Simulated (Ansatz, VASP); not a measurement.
Ba3Hf: VASP beside Ansatz

File INCAR:

```
ALGO = Fast
EDIFF = 1E-7
EDIFFG = -0.04
ENCUT = 600
GGA = PE
IBRION = 2
ISIF = 3
ISMEAR = 0
LASPH = T
LCHARG = F
LREAL = F
LWAVE = F
NELM = 100
NSW = 90
PREC = Accurate
SIGMA = 0.1
```

Contents of KPOINTS:

```
k-points
0
Gamma
  3 3 4
```

The input POSCAR:

```
Ba3Hf
1.0
    7.2862985403      0.0000000000      0.0000000000
   -3.6431492701      6.3101196354      0.0000000000
    0.0000000000      0.0000000000      5.8483787984
Ba Hf
6 2
Direct
    0.8330000000      0.6660000000      0.2500000000
    0.1670000000      0.8330000000      0.7500000000
    0.3340000000      0.1670000000      0.2500000000
    0.1670000000      0.3340000000      0.7500000000
    0.8330000000      0.1670000000      0.2500000000
    0.6660000000      0.8330000000      0.7500000000
    0.3333333333      0.6666666667      0.2500000000
    0.6666666667      0.3333333333      0.7500000000
```

Input for Ansatz:

```yaml
crystal:
  lattice:
    - [7.2862985403, 0.0, 0.0]
    - [-3.6431492701, 6.3101196354, 0.0]
    - [0.0, 0.0, 5.8483787984]
  atoms:
    - { symbol: Ba, position: [0.833, 0.666, 0.25] }
    - { symbol: Ba, position: [0.167, 0.833, 0.75] }
    - { symbol: Ba, position: [0.334, 0.167, 0.25] }
    - { symbol: Ba, position: [0.167, 0.334, 0.75] }
    - { symbol: Ba, position: [0.833, 0.167, 0.25] }
    - { symbol: Ba, position: [0.666, 0.833, 0.75] }
    - { symbol: Hf, position: [0.3333333333, 0.6666666667, 0.25] }
    - { symbol: Hf, position: [0.6666666667, 0.3333333333, 0.75] }
basis:
  ecutwfc: 420
kpoints:
  mp_grid: { grid: [3, 3, 4] }
hamiltonian:
  xc: pbe
scf:
  occupations: { method: gaussian, width: 0.1 }
  lower_state_search: "off"
output:
  forces: true
  stress: true
  eigenvalues: true
relax:
  adjacent_minimum: "off"
  f_tol: 0.04
  max_steps: 70
  cell: { stress_tol: 0.4 }
```

Alike in both runs: task relaxation of cell and atoms; functional PBE; k mesh 3 × 3 × 4; occupations gaussian, width 0.1 eV; no spin polarisation.

```csv
,VASP,Ansatz
version,VASP 6.6.1,Ansatz 0.2.0
potentials or method,"VASP PAW PBE potentials, release 64 (Ba_sv, Hf_pv), cutoff 600 eV","scalar-relativistic, plane waves, PAW"
valence electrons in the cell,80,112
```

VASP gave:

```
gap on the k mesh at the Fermi level, each at its own relaxed structure (eV) : none
relaxed volume (Å³/atom)                                                     : 44.66
relaxed cell length with the largest relative difference (Å)                 : 6.235
```

Task: Which values does Ansatz return?

Result: gap on the k mesh at the Fermi level, each at its own relaxed structure (eV): none; relaxed volume (Å³/atom): 43.73; relaxed cell length with the largest relative difference (Å): 6.189.

A gap of «none» marks a metal or a gap that the smearing closes. VASP's potentials hold 80 valence electrons a cell and Ansatz's 112, so a difference there can come from the potentials and not from the codes.

Neither program's run includes spin-orbit coupling. Noted on VASP's run: the volume moved by over 15 % at a fixed basis, so the end points are rough.
